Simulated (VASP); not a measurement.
# ZnS (P2_1) in VASP: further runs

ZnS is run at these levels: r2SCAN; tasks: single point.

Program: VASP 6.6.1. These are calculated values, not measurements. Logs are shortened: lines on timing, memory, paths and dates and some standing lists are left out, and cuts for length are marked.

## Step 1: The cell of the first run

Symmetry: P2_1, No. 4, monoclinic system. Conventional cell: a = 3.811 Å, b = 6.234 Å, c = 3.811 Å, α = 90.00°, β = 120.00°, γ = 90.00°. Within 2.8 Å of Zn (site symmetry 1) lie 4 S at 2.09 to 2.55 Å. S (site symmetry 1) has 4 Zn at 2.09 to 2.55 Å within 2.8 Å.

## Step 2: Single point, r2SCAN (atoms displaced along a vibrational mode)

POSCAR

```
ZnS
1.0
    3.8109987816      0.0000000000      0.0000000000
   -1.9054993908      3.3004217586      0.0000000000
    0.0000000000      0.0000000000      6.2340000000
Zn S
2 2
Direct
    0.3549060809      0.6666666667      0.0000000000
    0.6450939191      0.3333333333      0.5000000000
    0.3858130142      0.6666666667      0.3850000000
    0.6141869858      0.3333333333      0.8850000000
```

INCAR.step1

```
  PREC = Accurate
  ENCUT = 520
  ISMEAR = 0
  SIGMA = 0.05
  LREAL = False
  LASPH = True
  NELM = 80
  NBANDS = 26
  GGA = PE
  ALGO = Normal
  EDIFF = 1E-4
  LWAVE = True
  LCHARG = False
```

INCAR.step2

```
  PREC = Accurate
  ENCUT = 520
  EDIFF = 1E-7
  ISMEAR = 0
  SIGMA = 0.05
  LREAL = False
  LASPH = True
  NELM = 80
  ALGO = Normal
  ISIF = 2
  LWAVE = False
  LCHARG = False
  METAGGA = R2SCAN
  LMIXTAU = True
  NBANDS = 26
  ISTART = 1
```

KPOINTS

```
regular mesh
0
Gamma
  6 6 4
```

Potentials or basis: VASP PAW PBE potentials, release 64 (Zn, S).

The run is started by

```bash
$ cat potpaw_PBE.64/Zn/POTCAR potpaw_PBE.64/S/POTCAR > POTCAR
$ cp INCAR.step1 INCAR
$ mpirun -np 1 vasp_std > vasp.out
$ cp INCAR.step2 INCAR
$ mpirun -np 1 vasp_std > vasp.out
```

OUTCAR:

```text
PREC = Accurate
   ENCUT = 520
   EDIFF = 1E-7
   ISMEAR = 0
   LREAL = False
   LASPH = True
   NELM = 80
   ISIF = 2
   METAGGA = R2SCAN
   ISTART = 1

 ion  position               nearest neighbor table
   1  0.355  0.667  0.000-   4 2.09   4 2.33   3 2.40   4 2.55
   2  0.645  0.333  0.500-   3 2.09   3 2.33   4 2.40   3 2.55
   3  0.386  0.667  0.385-   2 2.09   2 2.33   1 2.40   2 2.55
   4  0.614  0.333  0.885-   1 2.09   1 2.33   2 2.40   1 2.55

  LATTYP: Found a hexagonal cell.
 ALAT       =     3.8109987816
 C/A-ratio  =     1.6357916539

  Lattice vectors:

 A1 = (   3.8109987816,   0.0000000000,   0.0000000000)
 A2 = (  -1.9054993908,   3.3004217586,   0.0000000000)
 A3 = (   0.0000000000,   0.0000000000,   6.2340000000)

Analysis of symmetry for initial positions (statically):
=====================================================================
 Subroutine PRICEL returns:
 Original cell was already a primitive cell.

 Routine SETGRP: Setting up the symmetry group for a
 hexagonal supercell.

 Subroutine GETGRP returns: Found  2 space group operations
 (whereof  1 operations were pure point group operations)
 out of a pool of 24 trial point group operations.

The static configuration has the point symmetry C_1 .
 The point group associated with its full space group is C_2 .

Analysis of symmetry for dynamics (positions and initial velocities):
=====================================================================
 Subroutine PRICEL returns:
 Original cell was already a primitive cell.

 Routine SETGRP: Setting up the symmetry group for a
 hexagonal supercell.

 Subroutine GETGRP returns: Found  2 space group operations
 (whereof  1 operations were pure point group operations)
 out of a pool of 24 trial point group operations.

The dynamic configuration has the point symmetry C_1 .
 The point group associated with its full space group is C_2 .

 Subroutine INISYM returns: Found  2 space group operations
 (whereof  1 operations are pure point group operations),
 and found     1 'primitive' translations

----------------------------------------------------------------------------------------

                                     Primitive cell

  volume of cell :      78.4106

  direct lattice vectors                    reciprocal lattice vectors
     3.810998782  0.000000000  0.000000000     0.262398405  0.151495789  0.000000000
    -1.905499391  3.300421759  0.000000000     0.000000000  0.302991579  0.000000000
     0.000000000  0.000000000  6.234000000     0.000000000  0.000000000  0.160410651

  length of vectors
     3.810998782  3.810998782  6.234000000     0.302991579  0.302991579  0.160410651

  position of ions in fractional coordinates (direct lattice)
     0.354906081  0.666666667  0.000000000
     0.645093919  0.333333333  0.500000000
     0.385813014  0.666666667  0.385000000
     0.614186986  0.333333333  0.885000000

  ion indices of the primitive-cell ions
   primitive index   ion index
                 1           1
                 2           2
                 3           3
                 4           4

----------------------------------------------------------------------------------------

 KPOINTS: regular mesh

Automatic generation of k-mesh.
 Grid dimensions read from file:
 generate k-points for:    6    6    4

 Generating k-lattice:

  Cartesian coordinates                     Fractional coordinates (reciprocal lattice)
     0.043733067  0.025249298  0.000000000     0.166666667  0.000000000  0.000000000
     0.000000000  0.050498596  0.000000000     0.000000000  0.166666667  0.000000000
     0.000000000  0.000000000  0.040102663     0.000000000  0.000000000  0.250000000

  Length of vectors
     0.050498596  0.050498596  0.040102663

  Shift w.r.t. Gamma in fractional coordinates (k-lattice)
     0.000000000  0.000000000  0.000000000

 Subroutine IBZKPT returns following result:
 ===========================================

 Found     60 irreducible k-points:

 Following reciprocal coordinates:
            Coordinates               Weight
  0.000000  0.000000  0.000000      1.000000
  0.166667  0.000000  0.000000      2.000000
  0.000000  0.166667  0.000000      2.000000
 -0.166667  0.166667  0.000000      2.000000
  0.333333  0.000000  0.000000      2.000000
  0.000000  0.333333  0.000000      2.000000
[... 16 lines left out ...]
  0.000000  0.166667  0.250000      4.000000
 -0.166667  0.166667  0.250000      4.000000
 [... further k-points ...]
   k-points           NKPTS =     60   k-points in BZ     NKDIM =     60   number of bands    NBANDS=     26
   number of dos      NEDOS =    301   number of ions     NIONS =      4
   total plane-waves  NPLWV =  37632
   dimension x,y,z NGX =    28 NGY =   28 NGZ =   48
   dimension x,y,z NGXF=    56 NGYF=   56 NGZF=   96
   ions per type =               2   2
   NGX,Y,Z   is equivalent  to a cutoff of  12.21, 12.21, 12.80 a.u.
   NGXF,Y,Z  is equivalent  to a cutoff of  24.43, 24.43, 25.60 a.u.
 SYSTEM =  unknown system
   PREC   = accura    normal or accurate (medium, high low for compatibility)
   ISTART =      1    job   : 0-new  1-cont  2-samecut
   ICHARG =      0    charge: 1-file 2-atom 10-const
   ISPIN  =      1    spin polarized calculation?
   LNONCOLLINEAR =      F non collinear calculations
   LSORBIT =      F    spin-orbit coupling
   LASPH  =      T    aspherical Exc in radial PAW
   ENCUT  =  520.0 eV  38.22 Ry    6.18 a.u.   7.09  7.09 11.59*2*pi/ulx,y,z
   NELM   =     80;   NELMIN=  2; NELMDL=  0     # of ELM steps
   EDIFF  = 0.1E-06   stopping-criterion for ELM
   LREAL  =      F    real-space projection
   EDIFFG = 0.1E-05   stopping-criterion for IOM
   NSW    =      0    number of steps for IOM
   IBRION =     -1    ionic relax: 0-MD 1-quasi-New 2-CG
   NFREE  =      0    steps in history (QN), initial steepest desc. (CG)
   ISIF   =      2    stress and relaxation
   ISYM   =      2    0-nonsym 1-usesym 2-fastsym
   POTIM  = 0.5000    time-step for ionic-motion
   TEBEG  =    0.0;   TEEND  =   0.0 temperature during run
   PSTRESS=    0.0 pullay stress
   NELECT =      36.0000    total number of electrons
   NUPDOWN=      -1.0000    fix difference up-down
   EMIN   =  10.00;   EMAX   =-10.00  energy-range for DOS
   EFERMI =   0.00;   METHOD = LEGACY
   ISMEAR =     0;   SIGMA  =   0.05  broadening in eV -4-tet -1-fermi 0-gaus
   EFERMI_NEDOS =   21; number of points for ismear=-14 and -15
   IALGO  =     38    algorithm
   IMIX   =      4    mixing-type and parameters
     AMIX     =   0.40;   BMIX     =  1.00
     AMIX_MAG =   1.60;   BMIX_MAG =  1.00
  volume/ion in A,a.u.               =      19.60       132.29
  Fermi-wavevector in a.u.,A,eV,Ry     =   1.262944  2.386617 21.701656  1.595027
  Thomas-Fermi vector in A             =   2.396326
   LORBIT       =      0    0 simple, 1 ext, 2 COOP (PROOUT), +10 PAW based schemes
   METAGGA = R2SCAN    functional components
   LHFCALC =     F    Hartree Fock is set to
   AEXX    =    0.0000 exact exchange contribution
   IVDW    =     0    specifies the selected vdW correction
   LEPSILON=     F    determine dielectric tensor
   LRPA    =     F    only Hartree local field effects (RPA)
 non-spin polarized calculation
 Gauss-broadening in eV      SIGMA  =   0.05
  energy-cutoff  :      520.00
  volume of cell :       78.41
 maximum number of plane-waves:      2133
   NGX = 15   NGY = 15   NGZ = 23

 number of electron      35.9999983 magnetization

 Free energy of the ion-electron system (eV)
  ---------------------------------------------------
  ext. energy  EPLUGINS =         0.00000000
  ---------------------------------------------------
  free energy    TOTEN  =       -37.09242719 eV

  energy without entropy =      -37.09242719  energy(sigma->0) =      -37.09242719

 E-fermi :   2.1589     XC(G=0): -10.2937

 val. band max:        1.9551098352   @ k =   0.0000   0.0000   0.0000
 cond. band min:       4.7054470618   @ k =   0.0000   0.0000   0.0000
 fundamental gap:      2.7503372265
 Fermi energy:         2.1589280413

 k-point     1 :       0.0000    0.0000    0.0000
  band No.  band energies     occupation
      1     -11.9476      2.00000
      2     -11.0139      2.00000
      3      -4.9485      2.00000
      4      -4.9172      2.00000
      5      -4.7204      2.00000
      6      -4.6770      2.00000
[... 18 lines left out ...]
     25      11.1068      0.00000
     26      11.4985      0.00000

 k-point     2 :       0.1667    0.0000    0.0000
  band No.  band energies     occupation
      1     -11.7807      2.00000
      2     -10.9095      2.00000
      3      -4.9314      2.00000
      4      -4.8884      2.00000
      5      -4.7112      2.00000
      6      -4.6875      2.00000
[... 18 lines left out ...]
     25      10.5244      0.00000
     26      11.6927      0.00000

 k-point     3 :       0.0000    0.1667    0.0000
  band No.  band energies     occupation
      1     -11.7596      2.00000
      2     -10.9046      2.00000
      3      -4.9549      2.00000
      4      -4.8939      2.00000
      5      -4.6763      2.00000
      6      -4.6157      2.00000
[... 18 lines left out ...]
     25      10.7820      0.00000
     26      11.4953      0.00000

 k-point     4 :      -0.1667    0.1667    0.0000
  band No.  band energies     occupation
      1     -11.7477      2.00000
      2     -10.9053      2.00000
      3      -4.9611      2.00000
      4      -4.8931      2.00000
      5      -4.6649      2.00000
      6      -4.5818      2.00000
[... 18 lines left out ...]
     25      10.8811      0.00000
     26      10.9112      0.00000
[... 496 lines left out ...]
      1     -11.6676      2.00000
      2     -11.0539      2.00000
      3      -4.9223      2.00000
      4      -4.8952      2.00000
      5      -4.7286      2.00000
      6      -4.7088      2.00000
[... 18 lines left out ...]
     25      10.7569      0.00000
     26      11.3313      0.00000

 k-point    23 :       0.0000    0.1667    0.2500
  band No.  band energies     occupation
      1     -11.6481      2.00000
      2     -11.0456      2.00000
      3      -4.9511      2.00000
      4      -4.9043      2.00000
      5      -4.6846      2.00000
      6      -4.6228      2.00000
[... 18 lines left out ...]
     25      10.6443      0.00000
     26      11.4084      0.00000

 k-point    24 :      -0.1667    0.1667    0.2500
  band No.  band energies     occupation
      1     -11.6374      2.00000
      2     -11.0437      2.00000
      3      -4.9601      2.00000
      4      -4.9039      2.00000
      5      -4.6736      2.00000
      6      -4.5974      2.00000
[... 18 lines left out ...]
     25      10.0886      0.00000
     26      11.0714      0.00000

 [... further k-points ...]

------------------------ aborting loop because EDIFF is reached ----------------------------------------

  FORCE on cell =-STRESS in cart. coord.  units (eV):
  Direction    XX          YY          ZZ          XY          YZ          ZX
  --------------------------------------------------------------------------------------
  -------------------------------------------------------------------------------------
  Total        3.6050881      1.7479476      0.3071199     -4.2757982      0.0000000      0.0000000
  in kB       73.6633421     35.7160924      6.2754298    -87.3680689      0.0000000      0.0000000
  external PRESSURE =      38.5516214 kB  Pullay stress =       0.0000000 kB

 VOLUME and BASIS-vectors are now :
 -----------------------------------------------------------------------------
  energy-cutoff  :      520.00
  volume of cell :       78.41
      direct lattice vectors                 reciprocal lattice vectors
     3.810998782  0.000000000  0.000000000     0.262398405  0.151495789  0.000000000
    -1.905499391  3.300421759  0.000000000     0.000000000  0.302991579  0.000000000
     0.000000000  0.000000000  6.234000000     0.000000000  0.000000000  0.160410651

 POSITION                                       TOTAL-FORCE (eV/Angst)
 -----------------------------------------------------------------------------------
      0.08221      2.20028      0.00000        -2.048912      0.948896      0.863609
      1.82329      1.10014      3.11700         2.048912     -0.948896      0.863609
      0.20000      2.20028      2.40009        -2.374366      1.023169     -0.863609
      1.70550      1.10014      5.51709         2.374366     -1.023169     -0.863609
 -----------------------------------------------------------------------------------
    total drift:                               -0.000000     -0.000000      0.002336

  FREE ENERGIE OF THE ION-ELECTRON SYSTEM (eV)
  ---------------------------------------------------
  free  energy   TOTEN  =       -37.0924271876 eV

  energy  without entropy=      -37.0924271876  energy(sigma->0) =      -37.09242719
```

Wall time 9.4 min (1 thread of Intel Xeon 8259CL, shared host); peak memory 0.27 GiB.

Results:

- Free energy: -37.0924 eV
- Pressure: 3.9 GPa
- Largest force: 2.726 eV/Å
- Band gap on the k mesh: 2.75 eV

Forces on the atoms (eV/Å):
```
Zn  -2.049  0.949  0.864
Zn   2.049 -0.949  0.864
S   -2.374  1.023 -0.864
S    2.374 -1.023 -0.864
```

Caveat: the cell differs from its parent crystal (atoms displaced along a vibrational mode); the cell stands under pressure; the PAW data sets were made with another functional, which shifts forces and pressure a little.

## Step 3: Single point, r2SCAN (atoms displaced along a vibrational mode)

POSCAR

```
ZnS
1.0
    3.8109987816      0.0000000000      0.0000000000
   -1.9054993908      3.3004217586      0.0000000000
    0.0000000000      0.0000000000      6.2340000000
Zn S
2 2
Direct
    0.3171537727      0.6666666667      0.0000000000
    0.6828462273      0.3333333333      0.5000000000
    0.2939735727      0.6666666667      0.3850000000
    0.7060264273      0.3333333333      0.8850000000
```

INCAR.step1

```
SYSTEM = ZnS
PREC     = Accurate       ! precision mode
ENCUT    = 520            ! plane-wave cutoff, eV
ISMEAR   = 0              ! smearing method
SIGMA    = 0.05           ! smearing width, eV
LREAL    = .False.        ! projectors in reciprocal space
LASPH    = .True.         ! aspherical terms in the spheres
NELM     = 80             ! most SCF steps
NBANDS   = 26             ! bands
GGA      = PE             ! functional
ALGO     = Normal         ! electronic algorithm
EDIFF    = 1E-4           ! SCF threshold, eV
LWAVE    = .True.         ! write WAVECAR
LCHARG   = .False.        ! write CHGCAR
```

INCAR.step2

```
SYSTEM = ZnS
PREC     = Accurate       ! precision mode
ENCUT    = 520            ! plane-wave cutoff, eV
EDIFF    = 1E-7           ! SCF threshold, eV
ISMEAR   = 0              ! smearing method
SIGMA    = 0.05           ! smearing width, eV
LREAL    = .False.        ! projectors in reciprocal space
LASPH    = .True.         ! aspherical terms in the spheres
NELM     = 80             ! most SCF steps
ALGO     = Normal         ! electronic algorithm
ISIF     = 2              ! what is computed and relaxed
LWAVE    = .False.        ! write WAVECAR
LCHARG   = .True.         ! write CHGCAR
METAGGA  = R2SCAN         ! meta-GGA
LMIXTAU  = .True.       
LELF     = .True.         ! ELF
LVHAR    = .True.       
NBANDS   = 26             ! bands
ISTART   = 1
```

KPOINTS

```
regular mesh
0
Gamma
  6 6 4
  0 0 0
```

Potentials or basis: VASP PAW PBE potentials, release 64 (Zn, S).

The run is started by

```bash
$ cat potpaw_PBE.64/Zn/POTCAR potpaw_PBE.64/S/POTCAR > POTCAR
$ cp INCAR.step1 INCAR
$ mpirun -np 1 vasp_std > vasp.out
$ cp INCAR.step2 INCAR
$ mpirun -np 1 vasp_std > vasp.out
```

It took 11 min on 1 thread of Intel Xeon 8259CL, shared host; peak memory 0.27 GiB.

Results (log left out):

```yaml
Free_energy: -37.3668 eV
Pressure: 2.2 GPa
Largest_force: 1.892 eV/Å
Band_gap_on_the_k_mesh: 2.78 eV
```

Forces on the atoms (eV/Å):
```
Zn   1.427  0.517  0.615
Zn  -1.427 -0.517  0.615
S    1.698  0.565 -0.615
S   -1.698 -0.565 -0.615
```

Stress tensor (GPa, compression positive):
```
 4.54  6.26  0.00
 6.26  2.30  0.00
 0.00  0.00 -0.15
```

Levels at points of the mesh, in eV from the valence-band top:
| k point | band 16 | band 17 | band 18 | band 19 | band 20 | band 21 |
| --- | --- | --- | --- | --- | --- | --- |
| (0.00, 0.00, 0.00) | -0.24 | 0.00 | 0.00 | 2.78 | 3.54 | 6.73 |
| (0.50, 0.00, 0.00) | -2.33 | -2.08 | -1.02 | 4.19 | 5.10 | 6.21 |
| (0.00, 0.50, 0.00) | -2.26 | -1.55 | -0.98 | 3.96 | 4.62 | 5.46 |
| (0.50, 0.50, 0.00) | -2.38 | -1.09 | -1.06 | 3.71 | 4.31 | 4.85 |
| (0.00, 0.00, 0.50) | -0.79 | -0.25 | -0.25 | 4.00 | 4.00 | 6.76 |
| (0.50, 0.00, 0.50) | -1.76 | -1.49 | -1.49 | 3.89 | 3.89 | 5.68 |
| (0.00, 0.50, 0.50) | -1.84 | -1.41 | -1.41 | 3.92 | 3.92 | 5.43 |
| (0.50, 0.50, 0.50) | -1.85 | -1.62 | -1.62 | 4.07 | 4.07 | 5.40 |

Caveat: the cell differs from its parent crystal (atoms displaced along a vibrational mode); the PAW data sets were made with another functional, which shifts forces and pressure a little.
